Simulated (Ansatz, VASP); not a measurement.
Two plane-wave programs on Sr

The input INCAR:

```
PREC = Accurate
ENCUT = 520
EDIFF = 1E-6
ISMEAR = -1
SIGMA = 0.1
LREAL = False
LASPH = True
NELM = 80
ALGO = Normal
ISIF = 2
LWAVE = False
LCHARG = False
GGA = CA
NBANDS = 11
```

The input KPOINTS:

```
regular mesh
0
Gamma
  11 11 11
```

File POSCAR:

```
Sr
1.0
   -2.3168545885      2.3168545885      2.3168545885
    2.3168545885     -2.3168545885      2.3168545885
    2.3168545885      2.3168545885     -2.3168545885
Sr
1
Direct
    0.0000000000      0.0000000000      0.0000000000
```

Input for Ansatz:

```yaml
crystal:
  lattice:
    - [-2.3168545885, 2.3168545885, 2.3168545885]
    - [2.3168545885, -2.3168545885, 2.3168545885]
    - [2.3168545885, 2.3168545885, -2.3168545885]
  atoms:
    - { symbol: Sr, position: [0.0, 0.0, 0.0] }
hamiltonian:
  xc: lda
  pseudopotentials:
    kind: paw
    azcp:
      Sr: "pseudopotentials/Sr.paw.azcp"
basis:
  ecutwfc: 420
  fft_grid_basis: typed
kpoints:
  mp_grid: { grid: [11, 11, 11], shift: [0, 0, 0] }
magnetization:
  spin_polarized: false
scf:
  occupations: { method: fermi_dirac, width: 0.1 }
  lower_state_search: "off"
output:
  stress: true
  write_density: true
  write_potential: true
  elf: true
  volumetric_format: npy
```

Alike in both runs: task single point; functional LDA; k mesh 11 × 11 × 11; occupations fermi-dirac, width 0.1 eV; no spin polarisation.

|  | VASP | Ansatz |
| --- | --- | --- |
| version | VASP 6.6.1 | Ansatz 0.2.0 |
| potentials or method | VASP PAW LDA potentials, release 64 (Sr_sv), cutoff 520 eV | plane waves (420 eV) with PAW, scalar-relativistic |
| valence electrons in the cell | 10 | 10 |

```csv
,VASP,Ansatz,Ansatz less VASP
pressure (GPa),-0.5,-0.5,0.00
```

Ansatz warns that its potentials were made for another functional, while VASP's fit it. LDA's correlation is that of Perdew and Zunger in VASP and of Perdew and Wang (1992) in Ansatz.
